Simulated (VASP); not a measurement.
# SiGe (R-3m) in VASP: G0W0 quasiparticle levels with r2SCAN

Aim: the G0W0 quasiparticle levels of SiGe with r2SCAN.

All numbers are computed with VASP 6.6.1; they aren't measurements. Logs are shortened: lines on timing, memory, paths and dates and some standing lists are left out, and cuts for length are marked.

### Step 1. The cell of the first run

Symmetry: R-3m, No. 166, trigonal system. Conventional cell: a = 3.925 Å, b = 3.925 Å, c = 19.232 Å, α = 90.00°, β = 90.00°, γ = 120.00°. Si (site symmetry 3m) has 3 Si at 2.39 Å and 1 Ge at 2.40 Å within 3.2 Å. Within 3.2 Å of Ge (site symmetry 3m) lie 1 Si at 2.40 Å and 3 Ge at 2.42 Å.

### Step 2. G0W0 quasiparticle levels, r2SCAN

Contents of POSCAR:

```
SiGe
1.0
    1.9627184943      1.1331760510      6.4105976066
   -1.9627184943      1.1331760510      6.4105976066
    0.0000000000     -2.2663521021      6.4105976066
Si Ge
2 2
Direct
    0.1861189418      0.1861189418      0.1861189418
    0.8138810582      0.8138810582      0.8138810582
    0.6889769731      0.6889769731      0.6889769731
    0.3110230269      0.3110230269      0.3110230269
```

Contents of INCAR.step1:

```
SYSTEM = SiGe
ALGO = Normal ; EDIFF = 1E-8
ENCUT = 500 ; ISMEAR = 0
LASPH = .TRUE. ; LCHARG = .FALSE.
LMIXTAU = .TRUE. ; LREAL = .FALSE.
LWAVE = .TRUE. ; METAGGA = R2SCAN
NELM = 60 ; PREC = Accurate
SIGMA = 0.01
```

Contents of INCAR.step2:

```
SYSTEM = SiGe
ALGO = Exact ; EDIFF = 1E-8
ENCUT = 500 ; ISMEAR = 0
ISTART = 1 ; LASPH = .TRUE.
LCHARG = .FALSE. ; LMIXTAU = .TRUE.
LOPTICS = .TRUE. ; LREAL = .FALSE.
LWAVE = .TRUE. ; METAGGA = R2SCAN
NBANDS = 487 ; NELM = 1
PREC = Accurate ; SIGMA = 0.01
```

Contents of INCAR.step3:

```
SYSTEM = SiGe
ALGO = EVGW0 ; EDIFF = 1E-8
ENCUT = 500 ; ENCUTGW = 180.0
ISMEAR = 0 ; ISTART = 1
LASPH = .TRUE. ; LCHARG = .FALSE.
LMIXTAU = .TRUE. ; LREAL = .FALSE.
LWAVE = .FALSE. ; METAGGA = R2SCAN
NBANDS = 487 ; NBANDSGW = 26
NELMGW = 1 ; NOMEGA = 48
PREC = Accurate ; PRECFOCK = Fast
SIGMA = 0.01
```

Contents of KPOINTS:

```
k-points
0
G
  4 4 4
  0 0 0
```

Potentials or basis: VASP PAW PBE potentials, release 64 (Si_GW, Ge_d_GW).

The run is started by

```console
cat potpaw_PBE.64/Si_GW/POTCAR potpaw_PBE.64/Ge_d_GW/POTCAR > POTCAR
cp INCAR.step1 INCAR
mpirun -np 1 vasp_std > vasp.out
cp INCAR.step2 INCAR
mpirun -np 1 vasp_std > vasp.out
cp INCAR.step3 INCAR
mpirun -np 1 vasp_std > vasp.out
```

OUTCAR:

```text
SYSTEM = SiGe
   EDIFF = 1E-8
   ENCUT = 500
   ENCUTGW = 180.0
   ISMEAR = 0
   ISTART = 1
   LASPH = .TRUE.
   LREAL = .FALSE.
   METAGGA = R2SCAN
   NELMGW = 1
   PREC = Accurate
   PRECFOCK = Fast

 ion  position               nearest neighbor table
   1  0.186  0.186  0.186-   2 2.39   2 2.39   2 2.39   4 2.40
   2  0.814  0.814  0.814-   1 2.39   1 2.39   1 2.39   3 2.40
   3  0.689  0.689  0.689-   2 2.40   4 2.42   4 2.42   4 2.42
   4  0.311  0.311  0.311-   1 2.40   3 2.42   3 2.42   3 2.42

  LATTYP: Found a trigonal (rhomboedric) cell.
 ALAT       =     6.7994200873
 COS(alpha) =     0.8333511668

  Lattice vectors:

 A1 = (   1.9627184943,   1.1331760510,   6.4105976066)
 A2 = (  -1.9627184943,   1.1331760510,   6.4105976066)
 A3 = (   0.0000000000,  -2.2663521021,   6.4105976066)

Analysis of symmetry for initial positions (statically):
=====================================================================
 Subroutine PRICEL returns:
 Original cell was already a primitive cell.

 Routine SETGRP: Setting up the symmetry group for a
 trigonal (rhombohedral) supercell.

 Subroutine GETGRP returns: Found 12 space group operations
 (whereof 12 operations were pure point group operations)
 out of a pool of 12 trial point group operations.

The static configuration has the point symmetry D_3d.

Analysis of symmetry for dynamics (positions and initial velocities):
=====================================================================
 Subroutine PRICEL returns:
 Original cell was already a primitive cell.

 Routine SETGRP: Setting up the symmetry group for a
 trigonal (rhombohedral) supercell.

 Subroutine GETGRP returns: Found 12 space group operations
 (whereof 12 operations were pure point group operations)
 out of a pool of 12 trial point group operations.

The dynamic configuration has the point symmetry D_3d.

 Subroutine INISYM returns: Found 12 space group operations
 (whereof 12 operations are pure point group operations),
 and found     1 'primitive' translations

----------------------------------------------------------------------------------------

                                     Primitive cell

  volume of cell :      85.5471

  direct lattice vectors                    reciprocal lattice vectors
     1.962718494  1.133176051  6.410597607     0.254748708  0.147079235  0.051997232
    -1.962718494  1.133176051  6.410597607    -0.254748708  0.147079235  0.051997232
     0.000000000 -2.266352102  6.410597607     0.000000000 -0.294158470  0.051997232

  length of vectors
     6.799420087  6.799420087  6.799420087     0.298718794  0.298718794  0.298718794

  position of ions in fractional coordinates (direct lattice)
     0.186118942  0.186118942  0.186118942
     0.813881058  0.813881058  0.813881058
     0.688976973  0.688976973  0.688976973
     0.311023027  0.311023027  0.311023027

  ion indices of the primitive-cell ions
   primitive index   ion index
                 1           1
                 2           2
                 3           3
                 4           4

----------------------------------------------------------------------------------------

 KPOINTS: k-points

Automatic generation of k-mesh.
 Grid dimensions read from file:
 generate k-points for:    4    4    4

 Generating k-lattice:

  Cartesian coordinates                     Fractional coordinates (reciprocal lattice)
     0.063687177  0.036769809  0.012999308     0.250000000  0.000000000  0.000000000
    -0.063687177  0.036769809  0.012999308     0.000000000  0.250000000  0.000000000
     0.000000000 -0.073539617  0.012999308     0.000000000  0.000000000  0.250000000

  Length of vectors
     0.074679698  0.074679698  0.074679698

  Shift w.r.t. Gamma in fractional coordinates (k-lattice)
     0.000000000  0.000000000  0.000000000

 Subroutine IBZKPT returns following result:
 ===========================================

 Found     13 irreducible k-points:

 Following reciprocal coordinates:
            Coordinates               Weight
  0.000000  0.000000  0.000000      1.000000
  0.250000 -0.000000  0.000000      6.000000
  0.500000 -0.000000  0.000000      3.000000
  0.250000  0.250000  0.000000      6.000000
  0.500000  0.250000  0.000000     12.000000
 -0.250000  0.250000  0.000000      6.000000
  0.500000  0.500000  0.000000      3.000000
  0.250000  0.250000  0.250000      2.000000
  0.500000  0.250000  0.250000      6.000000
 -0.250000  0.250000  0.250000      6.000000
  0.500000  0.500000  0.250000      6.000000
 -0.250000  0.500000  0.250000      6.000000
  0.500000  0.500000  0.500000      1.000000
   k-points           NKPTS =     13   k-points in BZ     NKDIM =     64   number of bands    NBANDS=    487
   number of dos      NEDOS =    301   number of ions     NIONS =      4
   total plane-waves  NPLWV = 125000
   dimension x,y,z NGX =    50 NGY =   50 NGZ =   50
   dimension x,y,z NGXF=   100 NGYF=  100 NGZF=  100
   ions per type =               2   2
   NGX,Y,Z   is equivalent  to a cutoff of  12.23, 12.23, 12.23 a.u.
   NGXF,Y,Z  is equivalent  to a cutoff of  24.45, 24.45, 24.45 a.u.
 SYSTEM =  SiGe
   PREC   = accura    normal or accurate (medium, high low for compatibility)
   ISTART =      1    job   : 0-new  1-cont  2-samecut
   ICHARG =      0    charge: 1-file 2-atom 10-const
   ISPIN  =      1    spin polarized calculation?
   LNONCOLLINEAR =      F non collinear calculations
   LSORBIT =      F    spin-orbit coupling
   LASPH  =      T    aspherical Exc in radial PAW
   ENCUT  =  500.0 eV  36.75 Ry    6.06 a.u.  12.40 12.40 12.40*2*pi/ulx,y,z
   NELM   =     60;   NELMIN=  2; NELMDL=  0     # of ELM steps
   EDIFF  = 0.1E-07   stopping-criterion for ELM
   LREAL  =      F    real-space projection
   EDIFFG = 0.1E-06   stopping-criterion for IOM
   NSW    =      0    number of steps for IOM
   IBRION =     -1    ionic relax: 0-MD 1-quasi-New 2-CG
   NFREE  =      0    steps in history (QN), initial steepest desc. (CG)
   ISIF   =      0    stress and relaxation
   ISYM   =      3    0-nonsym 1-usesym 2-fastsym
   POTIM  = 0.5000    time-step for ionic-motion
   TEBEG  =    0.0;   TEEND  =   0.0 temperature during run
   PSTRESS=    0.0 pullay stress
   NELECT =      36.0000    total number of electrons
   NUPDOWN=      -1.0000    fix difference up-down
   EMIN   =  10.00;   EMAX   =-10.00  energy-range for DOS
   EFERMI =   0.00;   METHOD = LEGACY
   ISMEAR =     0;   SIGMA  =   0.01  broadening in eV -4-tet -1-fermi 0-gaus
   EFERMI_NEDOS =   21; number of points for ismear=-14 and -15
   IALGO  =     38    algorithm
   IMIX   =      4    mixing-type and parameters
     AMIX     =   0.40;   BMIX     =  1.00
     AMIX_MAG =   1.60;   BMIX_MAG =  1.00
  volume/ion in A,a.u.               =      21.39       144.33
  Fermi-wavevector in a.u.,A,eV,Ry     =   1.226800  2.318317 20.477305  1.505039
  Thomas-Fermi vector in A             =   2.361788
   LORBIT       =      0    0 simple, 1 ext, 2 COOP (PROOUT), +10 PAW based schemes
   METAGGA = R2SCAN    functional components
   LHFCALC =     T    Hartree Fock is set to
   PRECFOCK=fast      Normal, Fast or Accurate (Low or Medium for compatibility)
   ENCUT4O =  -1.0   cutoff for four orbital integrals eV
   NKREDX  =     1    reduce k-point grid by
   NKREDY  =     1    reduce k-point grid by
   NKREDZ  =     1    reduce k-point grid by
   AEXX    =    1.0000 exact exchange contribution
   HFSCREEN=    0.0000 screening length (either q_TF or 0.3 A-1)
   HFSCREENC=   0.0000 screening length for correlation (either q_TF or 0.3 A-1)
   ENCUTFOCK=  -1.0 apply spherical cutoff to Coloumb kernel
   IVDW    =     0    specifies the selected vdW correction
   LEPSILON=     F    determine dielectric tensor
   LRPA    =     F    only Hartree local field effects (RPA)
   LRPAFORCE           =     F    calculate RPA forces
   ENCUTGW             = 180.0    cutoff for response function in eV
   ENCUTGWSOFT         = 144.0    soft cutoff for Coulomb kernel in GW response function in eV
   ENCUTLF             =  -1.0    cutoff for local field effects
   NELMGW              =     1    number of iterations in solving QP/BSE equation
   NELMHF              =     1    number of iterations in the inner HF iteration
   NKREDLFX            =     1    NKREDLFY  =   1   NKREDLFZ  =   1
 non-spin polarized calculation
 Gauss-broadening in eV      SIGMA  =   0.01
  energy-cutoff  :      500.00
  volume of cell :       85.55
 maximum number of plane-waves:      2184
 NGX is ok and might be reduce to    50
  NGX = 28; NGY = 28; NGZ = 28
   NGX = 25   NGY = 25   NGZ = 25
 maximum number of plane-waves:       501

 QP shifts <psi_nk| G(iteration)W_0 |psi_nk>: iteration 1
 for sc-GW calculations column KS-energies equals QP-energies in previous step
 and V_xc(KS)=  KS-energies - (<T + V_ion + V_H > + <T+V_H+V_ion>^1  + <V_x>^1)

 k-point   1 :       0.0000    0.0000    0.0000
  band No.  KS-energies  QP-energies   sigma(KS)   V_xc(KS)     V^pw_x(r,r')   Z            occupation Imag(sigma)

      1     -21.2222     -23.4948     -27.4969     -24.1487     -38.0290       0.6787       2.0000       0.3097
      2     -21.2222     -23.4948     -27.4969     -24.1487     -38.0290       0.6787       2.0000       0.3097
      3     -21.1348     -23.4150     -27.5394     -24.1700     -38.0499       0.6768       2.0000       0.3098
      4     -21.1348     -23.4150     -27.5394     -24.1700     -38.0499       0.6768       2.0000       0.3098
      5     -21.0662     -23.3564     -27.6199     -24.2492     -38.1218       0.6794       2.0000       0.3056
      6     -21.0662     -23.3564     -27.6199     -24.2492     -38.1218       0.6794       2.0000       0.3056
[... 18 lines left out ...]
     25       7.8252       7.8695      -9.9738     -10.0314      -5.5183       0.7685       0.0000      -0.1962
     26      11.7006      11.1849      -7.8939      -7.2326      -2.5999       0.7798       0.0000      -0.3478

 k-point   2 :       0.2500   -0.0000    0.0000
  band No.  KS-energies  QP-energies   sigma(KS)   V_xc(KS)     V^pw_x(r,r')   Z            occupation Imag(sigma)

      1     -21.2323     -23.5012     -27.4907     -24.1421     -38.0242       0.6776       2.0000       0.3126
      2     -21.2186     -23.4884     -27.4895     -24.1431     -38.0218       0.6783       2.0000       0.3147
      3     -21.1289     -23.4059     -27.5459     -24.1830     -38.0562       0.6771       2.0000       0.3120
      4     -21.0993     -23.3888     -27.5832     -24.2069     -38.0887       0.6781       2.0000       0.2999
      5     -21.0862     -23.3753     -27.6034     -24.2318     -38.1107       0.6789       2.0000       0.3053
      6     -21.0349     -23.3364     -27.6567     -24.2722     -38.1548       0.6800       2.0000       0.3001
[... 318 lines left out ...]
     25      10.6129      10.5092     -10.2725     -10.1363      -5.2331       0.7618       0.0000      -0.2829
     26      10.8342      10.7516     -10.3469     -10.2374      -5.0772       0.7548       0.0000      -0.3164

 k-point  13 :       0.5000    0.5000    0.5000
  band No.  KS-energies  QP-energies   sigma(KS)   V_xc(KS)     V^pw_x(r,r')   Z            occupation Imag(sigma)

      1     -21.2225     -23.4899     -27.4962     -24.1494     -38.0282       0.6775       2.0000       0.3096
      2     -21.2225     -23.4899     -27.4962     -24.1494     -38.0282       0.6775       2.0000       0.3096
      3     -21.1348     -23.4133     -27.5377     -24.1701     -38.0485       0.6766       2.0000       0.3099
      4     -21.1348     -23.4133     -27.5377     -24.1701     -38.0485       0.6766       2.0000       0.3099
      5     -21.0662     -23.3567     -27.6190     -24.2493     -38.1208       0.6797       2.0000       0.3057
      6     -21.0662     -23.3567     -27.6190     -24.2493     -38.1208       0.6797       2.0000       0.3057
[... 18 lines left out ...]
     25      10.4711      10.3301     -10.5222     -10.3341      -5.1925       0.7499       0.0000      -0.2958
     26      10.9500      10.8106     -10.8234     -10.6388      -5.3800       0.7553       0.0000      -0.3406
```

Run time: 2.8 h. Hardware: 1 thread of Intel Xeon Platinum 8259CL at 2.50GHz (Skylake/Cascade Lake), shared host; peak memory 1.9 GiB.

Results:

| Item | Value |
| --- | --- |
| Quasiparticle gap | 1.18 eV |
| Least direct quasiparticle gap | 1.41 eV |
| Band gap of the starting levels on the mesh | 0.78 eV |
| Least direct gap of the starting levels on the mesh | 0.82 eV |

Caveat: the k points lie up to 0.47 Å⁻¹ apart; bands, screening cutoff and mesh are small and nothing is extrapolated, so the quasiparticle values aren't converged.
